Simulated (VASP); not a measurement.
# Rh (Fm-3m) in VASP: a series of runs

The runs below take Rh through single point, relaxation of cell and atoms, with PBEsol.

Program: VASP 6.6.1. These are calculated values, not measurements. Logs are shortened: lines on timing, memory, paths and dates and some standing lists are left out, and cuts for length are marked.

**1. The cell of the first run**

It takes space group Fm-3m (No. 225, cubic). Conventional cell: a = 3.779 Å, b = 3.779 Å, c = 3.779 Å, α = 90.00°, β = 90.00°, γ = 90.00°. Within 3.5 Å of Rh (site symmetry m-3m) lie 12 Rh at 2.67 Å.

**2. Single point, PBEsol**

Contents of INCAR:

```
PREC = Accurate ; ENCUT = 520
EDIFF = 1E-6 ; ISMEAR = 0
SIGMA = 0.05 ; LREAL = F
LASPH = T ; NELM = 80
ALGO = Normal ; ISIF = 2
LWAVE = F ; LCHARG = F
GGA = PS ; NBANDS = 14
```

Contents of KPOINTS:

```
Automatic mesh
0
Gamma
  21 21 21
```

Contents of POSCAR:

```
Rh
1.0
    0.0000000000      1.8897387003      1.8897387003
    1.8897387003      0.0000000000      1.8897387003
    1.8897387003      1.8897387003      0.0000000000
Rh
1
Direct
    0.0000000000      0.0000000000      0.0000000000
```

Potentials or basis: VASP PAW PBE potentials, release 64 (Rh_pv).

Command:

```bash
$ cat potpaw_PBE.64/Rh_pv/POTCAR > POTCAR
$ mpirun -np 1 vasp_std > vasp.out
```

OUTCAR:

```text
PREC = Accurate
   ENCUT = 520
   EDIFF = 1E-6
   ISMEAR = 0
   LREAL = F
   LASPH = T
   NELM = 80
   ISIF = 2
   GGA = PS

 ion  position               nearest neighbor table
   1  0.000  0.000  0.000-

  LATTYP: Found a face centered cubic cell.
 ALAT       =     3.7794774006

  Lattice vectors:

 A1 = (   0.0000000000,   1.8897387003,   1.8897387003)
 A2 = (   1.8897387003,   0.0000000000,   1.8897387003)
 A3 = (   1.8897387003,   1.8897387003,   0.0000000000)

Analysis of symmetry for initial positions (statically):
=====================================================================
 Subroutine PRICEL returns:
 Original cell was already a primitive cell.

 Routine SETGRP: Setting up the symmetry group for a
 face centered cubic supercell.

 Subroutine GETGRP returns: Found 48 space group operations
 (whereof 48 operations were pure point group operations)
 out of a pool of 48 trial point group operations.

The static configuration has the point symmetry O_h .

Analysis of symmetry for dynamics (positions and initial velocities):
=====================================================================
 Subroutine PRICEL returns:
 Original cell was already a primitive cell.

 Routine SETGRP: Setting up the symmetry group for a
 face centered cubic supercell.

 Subroutine GETGRP returns: Found 48 space group operations
 (whereof 48 operations were pure point group operations)
 out of a pool of 48 trial point group operations.

The dynamic configuration has the point symmetry O_h .

 Subroutine INISYM returns: Found 48 space group operations
 (whereof 48 operations are pure point group operations),
 and found     1 'primitive' translations

----------------------------------------------------------------------------------------

                                     Primitive cell

  volume of cell :      13.4969

  direct lattice vectors                    reciprocal lattice vectors
     0.000000000  1.889738700  1.889738700    -0.264586845  0.264586845  0.264586845
     1.889738700  0.000000000  1.889738700     0.264586845 -0.264586845  0.264586845
     1.889738700  1.889738700  0.000000000     0.264586845  0.264586845 -0.264586845

  length of vectors
     2.672494099  2.672494099  2.672494099     0.458277858  0.458277858  0.458277858

  position of ions in fractional coordinates (direct lattice)
     0.000000000  0.000000000  0.000000000

  ion indices of the primitive-cell ions
   primitive index   ion index
                 1           1

----------------------------------------------------------------------------------------

 KPOINTS: Automatic mesh

Automatic generation of k-mesh.
 Grid dimensions read from file:
 generate k-points for:   21   21   21

 Generating k-lattice:

  Cartesian coordinates                     Fractional coordinates (reciprocal lattice)
    -0.012599374  0.012599374  0.012599374     0.047619048  0.000000000  0.000000000
     0.012599374 -0.012599374  0.012599374     0.000000000  0.047619048  0.000000000
     0.012599374  0.012599374 -0.012599374     0.000000000  0.000000000  0.047619048

  Length of vectors
     0.021822755  0.021822755  0.021822755

  Shift w.r.t. Gamma in fractional coordinates (k-lattice)
     0.000000000  0.000000000  0.000000000

 Subroutine IBZKPT returns following result:
 ===========================================

 Found    286 irreducible k-points:

 Following reciprocal coordinates:
            Coordinates               Weight
  0.000000  0.000000  0.000000      1.000000
  0.047619  0.000000  0.000000      8.000000
  0.095238  0.000000  0.000000      8.000000
  0.142857  0.000000  0.000000      8.000000
  0.190476  0.000000  0.000000      8.000000
  0.238095  0.000000  0.000000      8.000000
[... 16 lines left out ...]
 -0.428571  0.047619  0.000000     24.000000
 -0.380952  0.047619  0.000000     24.000000
 [... further k-points ...]
   k-points           NKPTS =    286   k-points in BZ     NKDIM =    286   number of bands    NBANDS=     14
   number of dos      NEDOS =    301   number of ions     NIONS =      1
   total plane-waves  NPLWV =   8000
   dimension x,y,z NGX =    20 NGY =   20 NGZ =   20
   dimension x,y,z NGXF=    40 NGYF=   40 NGZF=   40
   ions per type =               1
   NGX,Y,Z   is equivalent  to a cutoff of  12.44, 12.44, 12.44 a.u.
   NGXF,Y,Z  is equivalent  to a cutoff of  24.88, 24.88, 24.88 a.u.
 SYSTEM =  unknown system
   PREC   = accura    normal or accurate (medium, high low for compatibility)
   ISTART =      0    job   : 0-new  1-cont  2-samecut
   ICHARG =      2    charge: 1-file 2-atom 10-const
   ISPIN  =      1    spin polarized calculation?
   LNONCOLLINEAR =      F non collinear calculations
   LSORBIT =      F    spin-orbit coupling
   LASPH  =      T    aspherical Exc in radial PAW
   ENCUT  =  520.0 eV  38.22 Ry    6.18 a.u.   4.97  4.97  4.97*2*pi/ulx,y,z
   NELM   =     80;   NELMIN=  2; NELMDL= -5     # of ELM steps
   EDIFF  = 0.1E-05   stopping-criterion for ELM
   LREAL  =      F    real-space projection
   EDIFFG = 0.1E-04   stopping-criterion for IOM
   NSW    =      0    number of steps for IOM
   IBRION =     -1    ionic relax: 0-MD 1-quasi-New 2-CG
   NFREE  =      0    steps in history (QN), initial steepest desc. (CG)
   ISIF   =      2    stress and relaxation
   ISYM   =      2    0-nonsym 1-usesym 2-fastsym
   POTIM  = 0.5000    time-step for ionic-motion
   TEBEG  =    0.0;   TEEND  =   0.0 temperature during run
   PSTRESS=    0.0 pullay stress
   NELECT =      15.0000    total number of electrons
   NUPDOWN=      -1.0000    fix difference up-down
   EMIN   =  10.00;   EMAX   =-10.00  energy-range for DOS
   EFERMI =   0.00;   METHOD = LEGACY
   ISMEAR =     0;   SIGMA  =   0.05  broadening in eV -4-tet -1-fermi 0-gaus
   EFERMI_NEDOS =   21; number of points for ismear=-14 and -15
   IALGO  =     38    algorithm
   IMIX   =      4    mixing-type and parameters
     AMIX     =   0.40;   BMIX     =  1.00
     AMIX_MAG =   1.60;   BMIX_MAG =  1.00
  volume/ion in A,a.u.               =      13.50        91.08
  Fermi-wavevector in a.u.,A,eV,Ry     =   1.695744  3.204491 39.124179  2.875546
  Thomas-Fermi vector in A             =   2.776732
   LORBIT       =      0    0 simple, 1 ext, 2 COOP (PROOUT), +10 PAW based schemes
   GGA     = PS    functional components
   LHFCALC =     F    Hartree Fock is set to
   AEXX    =    0.0000 exact exchange contribution
   IVDW    =     0    specifies the selected vdW correction
   LEPSILON=     F    determine dielectric tensor
   LRPA    =     F    only Hartree local field effects (RPA)
 non-spin polarized calculation
 Gauss-broadening in eV      SIGMA  =   0.05
  energy-cutoff  :      520.00
  volume of cell :       13.50
 maximum number of plane-waves:       378
   NGX =  9   NGY =  9   NGZ =  9

 number of electron      15.0000006 magnetization

 Free energy of the ion-electron system (eV)
  ---------------------------------------------------
  ext. energy  EPLUGINS =         0.00000000
  ---------------------------------------------------
  free energy    TOTEN  =        -8.13934202 eV

  energy without entropy =       -8.13785504  energy(sigma->0) =       -8.13859853

 E-fermi :  12.0949     XC(G=0): -14.3385

 val. band max:       12.0786660834   @ k =  -0.4762   0.3333   0.1429
 cond. band min:      12.1010138265   @ k =   0.4762   0.3810   0.0952
 fundamental gap:      0.0223477431
 Fermi energy:        12.0949388040

 k-point     1 :       0.0000    0.0000    0.0000
  band No.  band energies     occupation
      1     -34.2759      2.00000
      2     -34.2759      2.00000
      3     -34.2759      2.00000
      4       3.9056      2.00000
      5       8.9082      2.00000
      6       8.9082      2.00000
      7       8.9082      2.00000
      8      11.0815      2.00000
      9      11.0815      2.00000
     10      28.0172      0.00000
     11      32.3975      0.00000
     12      33.5724      0.00000
     13      33.5724      0.00000
     14      33.5724      0.00000

 k-point     2 :       0.0476    0.0000    0.0000
  band No.  band energies     occupation
      1     -34.2940      2.00000
      2     -34.2783      2.00000
      3     -34.2783      2.00000
      4       3.9993      2.00000
      5       8.8652      2.00000
      6       8.9455      2.00000
      7       8.9455      2.00000
      8      11.0598      2.00000
      9      11.0598      2.00000
     10      28.1569      0.00000
     11      32.3958      0.00000
     12      33.0403      0.00000
     13      33.7113      0.00000
     14      33.7113      0.00000

 k-point     3 :       0.0952    0.0000    0.0000
  band No.  band energies     occupation
      1     -34.3465      2.00000
      2     -34.2854      2.00000
      3     -34.2854      2.00000
      4       4.2714      2.00000
      5       8.7517      2.00000
      6       9.0473      2.00000
      7       9.0473      2.00000
      8      11.0077      2.00000
      9      11.0077      2.00000
     10      28.5447      0.00000
     11      31.8517      0.00000
     12      32.4036      0.00000
     13      34.1182      0.00000
     14      34.1182      0.00000
[... 324 lines left out ...]
 k-point    23 :      -0.4286    0.0476    0.0000
  band No.  band energies     occupation
      1     -35.0325      2.00000
      2     -34.3968      2.00000
      3     -34.3804      2.00000
      4       5.8733      2.00000
      5       8.8141      2.00000
      6       8.9169      2.00000
      7      11.5759      2.00000
      8      12.4732      0.00000
      9      13.4165      0.00000
     10      21.4588      0.00000
     11      27.7940      0.00000
     12      32.3988      0.00000
     13      33.1992      0.00000
     14      33.9285      0.00000

 k-point    24 :      -0.3810    0.0476    0.0000
  band No.  band energies     occupation
      1     -34.9792      2.00000
      2     -34.3917      2.00000
      3     -34.3700      2.00000
      4       5.9386      2.00000
      5       8.9042      2.00000
      6       8.9898      2.00000
      7      10.9500      2.00000
      8      12.1539      0.09539
      9      12.9362      0.00000
     10      22.6693      0.00000
     11      28.1414      0.00000
     12      32.3991      0.00000
     13      33.6157      0.00000
     14      34.8191      0.00000

 [... further k-points ...]
[... 5 lines left out ...]
  --------------------------------------------------------------------------------------
  -------------------------------------------------------------------------------------
  Total       -0.0052284     -0.0052284     -0.0052284      0.0000000      0.0000000      0.0000000
  in kB       -0.6206420     -0.6206420     -0.6206420      0.0000000      0.0000000      0.0000000
  external PRESSURE =      -0.6206420 kB  Pullay stress =       0.0000000 kB

 VOLUME and BASIS-vectors are now :
 -----------------------------------------------------------------------------
  energy-cutoff  :      520.00
  volume of cell :       13.50
      direct lattice vectors                 reciprocal lattice vectors
     0.000000000  1.889738700  1.889738700    -0.264586845  0.264586845  0.264586845
     1.889738700  0.000000000  1.889738700     0.264586845 -0.264586845  0.264586845
     1.889738700  1.889738700  0.000000000     0.264586845  0.264586845 -0.264586845

 POSITION                                       TOTAL-FORCE (eV/Angst)
 -----------------------------------------------------------------------------------
      0.00000      0.00000      0.00000         0.000000      0.000000      0.000000
 -----------------------------------------------------------------------------------
    total drift:                                0.000000      0.000000      0.000000

  FREE ENERGIE OF THE ION-ELECTRON SYSTEM (eV)
  ---------------------------------------------------
  free  energy   TOTEN  =        -8.1393420170 eV

  energy  without entropy=       -8.1378550435  energy(sigma->0) =       -8.13859853
```

Wall time 32 s (1 thread of Intel Xeon Platinum 8375C at 2.90GHz (Ice Lake), shared host); peak memory 0.16 GiB.

Results:

```yaml
Free_energy: -8.1393 eV
Pressure: -0.1 GPa
```

Caveat: the PAW data sets were made with another functional, which shifts forces and pressure a little.

**3. Relaxation of cell and atoms, PBEsol**

This run uses another cell than the first one, of 13.67 Å³/atom, 1.013 times its volume.

Contents of INCAR:

```
SYSTEM = Rh
PREC = Accurate
ENCUT = 600
EDIFF = 1E-6
ISMEAR = 0
SIGMA = 0.05
LREAL = .False.
LASPH = .True.
NELM = 100
ALGO = Normal
ISIF = 3
LWAVE = .False.
LCHARG = .False.
GGA = PS
IBRION = 2
NSW = 50
EDIFFG = -0.01
```

Contents of KPOINTS:

```
regular mesh
0
Gamma
  21 21 21
  0 0 0
```

Contents of POSCAR:

```
Rh
1.0
    0.0000000000      1.8978500000      1.8978500000
    1.8978500000      0.0000000000      1.8978500000
    1.8978500000      1.8978500000      0.0000000000
Rh
1
Direct
    0.0000000000      0.0000000000      0.0000000000
```

Potentials or basis: VASP PAW PBE potentials, release 64 (Rh_pv).

Command:

```bash
$ cat potpaw_PBE.64/Rh_pv/POTCAR > POTCAR
$ mpirun -np 1 vasp_std > vasp.out
```

Run time: 63 s. Hardware: 1 thread of Intel Xeon Platinum 8375C at 2.90GHz (Ice Lake), shared host; peak memory 0.19 GiB.

Results (log left out):

```yaml
Free_energy: -8.1399 eV
Relaxed_volume: 13.49 Å³/atom
Relaxed_cell: a = 2.672 Å, b = 2.672 Å, c = 2.672 Å, α = 60.00°, β = 60.00°, γ = 60.00°
Space_group_after_relaxing_to_0.05_Å: Fm-3m (No. 225)
Energy_gained_by_relaxing: 2.2 meV/atom
Ionic_steps: 3
Pressure_after_relaxing: 0.0 GPa
```

The path:
```tsv
step	energy change (eV)	largest force (eV/Å)	pressure (GPa)	volume (Å³)
1	0.0000	0.0000	-3.86	13.67
2	0.0134	0.0000	11.32	13.03
3	-0.0022	0.0000	-0.04	13.49
```

Final structure:
```
Rh
1.0
     0.00000    1.88948    1.88948
     1.88948    0.00000    1.88948
     1.88948    1.88948    0.00000
Rh
1
Direct
  0.00000 0.00000 0.00000
```

Levels at points of the mesh, in eV from the Fermi level:
```
           k point  band 5  band 6  band 7  band 8  band 9  band 10
(0.00, 0.00, 0.00)   -3.19   -3.19   -3.19   -1.01   -1.01    15.92
```

Caveat: the PAW data sets were made with another functional, which shifts forces and pressure a little.
